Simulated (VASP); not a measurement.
Ti, 1 atom in the cell. It takes space group R-3m (No. 166, trigonal). Conventional cell: a = 4.618 Å, b = 4.618 Å, c = 2.871 Å, α = 90.00°, β = 90.00°, γ = 120.00°. Within 3.7 Å of Ti (site symmetry -3m) lie 14 Ti at 2.83 to 3.28 Å.  This cell differs from its parent crystal: equal xy, yz and zx shear strains of +1 %.

* Program: VASP 6.6.1
* Task: electric field gradients
* Functional: PBEsol
* Potentials or basis: VASP PAW PBE potentials, release 64 (Ti_sv)
* Cutoff: 520 eV
* k mesh: 14 × 14 × 14
* Occupations: fermi-dirac, width 0.05 eV
* Spin: no spin polarisation
* Dipole correction: no
* Further INCAR settings: ALGO = Normal; EDIFF = 1e-08; NBANDS = 12

Potentials or basis: VASP PAW PBE potentials, release 64 (Ti_sv).

Command:

```sh
$ cat potpaw_PBE.64/Ti_sv/POTCAR > POTCAR
$ mpirun -np 1 vasp_std > vasp.out
```

Hardware: 1 thread of Intel Xeon 6975P-C, with other jobs on the host.

Q: Estimate the wall time of this run.

A: Run time: 110 s on 1 thread of Intel Xeon 6975P-C (shared host), peak memory 0.18 GiB. Counts: scf iterations 16, k points 288.
